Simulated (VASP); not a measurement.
Set up this calculation in VASP 6.6.1, as the native input.

| Property | Result |
| --- | --- |
| Task | single point |
| Functional | PBEsol |
| Dispersion | D3(BJ) |
| Potentials or basis | VASP PAW PBE potentials, release 64 (Hg) |
| Cutoff | 520 eV |
| k mesh | 18 × 18 × 10 |
| Occupations | gaussian, width 0.15 eV |
| Spin | no spin polarisation |
| Dipole correction | no |
| Further INCAR settings | ALGO = Fast; EDIFF = 1e-06; NBANDS = 19 |

The structure of Hg lies in POSCAR:

```
Hg
1.0
    3.2577219221      0.0000000000      0.0000000000
   -1.6288609611      2.8212699430      0.0000000000
    0.0000000000      0.0000000000      5.1178811397
Hg
2
Direct
    0.6666666667      0.3333333333      0.7500000000
    0.3333333333      0.6666666667      0.2500000000
```

These files were run (other wordings do the same):

INCAR

```
PREC = Accurate
ENCUT = 520
EDIFF = 1E-6
ISMEAR = 0
SIGMA = 0.15
LREAL = F
LASPH = T
NELM = 80
ALGO = Fast
ISIF = 2
LWAVE = F
LCHARG = F
GGA = PS
IVDW = 12
NBANDS = 19
```

KPOINTS

```
Automatic mesh
0
Gamma
  18 18 10
```

Potentials or basis: VASP PAW PBE potentials, release 64 (Hg).

The run is started by

```sh
$ cat potpaw_PBE.64/Hg/POTCAR > POTCAR
$ mpirun -np 1 vasp_std > vasp.out
```

Results of the run:

```json
{
 "Pressure": "-2.4 GPa",
 "Band gap on the k mesh": "zero (bands 12 and 13 overlap by 1.31 eV)",
 "Dispersion energy per atom": "-0.424 eV"
}
```

Caveat: the PAW data sets were made with another functional, which shifts forces and pressure a little; spin-orbit coupling is left out, which moves the levels of the heavy elements.

Wall time 2.4 min on 1 thread of Intel Xeon 8259CL, on a shared host, peak memory 0.29 GiB.
